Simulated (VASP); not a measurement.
Here is a VASP 6.6.1 calculation.

Contents of INCAR:

```
  ALGO = Normal
  EDIFF = 1E-7
  ENCUT = 520
  GGA = PS
  ISIF = 2
  ISMEAR = -1
  LASPH = T
  LCHARG = T
  LELF = T
  LREAL = Auto
  LVHAR = T
  LWAVE = F
  NBANDS = 71
  NELM = 60
  PREC = Accurate
  SIGMA = 0.02
```

The input KPOINTS:

```
k-points
0
Gamma
  2 2 1
```

Contents of POSCAR:

```
H11C20Cl
1.0
    5.0487420000      0.0000000000      0.0000000000
    0.0000000000      5.0487420000      0.0000000000
    0.0000000000      0.0000000000     16.1355610000
H C Cl
11 20 1
Direct
    0.4277868800      0.0000000000      0.0619749100
    0.0722131600      0.0000000000      0.0619749100
    0.9277869200      0.0000000000      0.0619749100
    0.5722132000      0.0000000000      0.0619749100
    0.4277868800      0.5000000400      0.0619749100
    0.0722131600      0.5000000400      0.0619749100
    0.9277869200      0.5000000400      0.0619749100
    0.5722132000      0.5000000400      0.0619749100
    0.7501844825      0.0058127740      0.3801548659
    0.2501689583      0.4912202519      0.3803095896
    0.7500493644      0.4951631907      0.3805818665
    0.2500000200      0.0000000000      0.1013103900
    0.7500000600      0.0000000000      0.1013103900
    0.2500000200      0.5000000400      0.1013103900
    0.7500000600      0.5000000400      0.1013103900
    0.2500000200      0.2500000200      0.1566230000
    0.7500000600      0.2500000200      0.1566230000
    0.2500000200      0.7500000600      0.1566230000
    0.7500000600      0.7500000600      0.1566230000
    0.0005332492      0.2505092298      0.2074670347
    0.4993804176      0.2505791184      0.2074665705
    0.0001911508      0.7498299490      0.2158695265
    0.4997908822      0.7498709835      0.2158756223
   -0.0009138175      0.0161773935      0.2676091831
    0.5009140942      0.0162364500      0.2676049283
   -0.0001646399      0.4836958802      0.2673496409
    0.5001483317      0.4837419309      0.2673444921
    0.2500267809      0.0920826986      0.3168626216
    0.7500038610      0.0899311555      0.3173465808
    0.2500296922      0.4124538723      0.3168879961
    0.7500121295      0.4115671473      0.3174917562
    1.2500629010     -0.0277574476      0.4223612976
```

Potentials or basis: VASP PAW PBE potentials, release 64 (H, C, Cl).

Launch:

```bash
$ cat potpaw_PBE.64/H/POTCAR potpaw_PBE.64/C/POTCAR potpaw_PBE.64/Cl/POTCAR > POTCAR
$ mpirun -np 1 vasp_std > vasp.out
```

(1) What does it give for the band gap on the k mesh?

(2) Estimate the largest force.

Answers

(1) 2.23 eV, indirect (least direct gap 2.27 eV).

(2) 8.961 eV/Å.

Caveat: the k points lie up to 0.62 Å⁻¹ apart; the PAW data sets were made with another functional, which shifts forces and pressure a little.
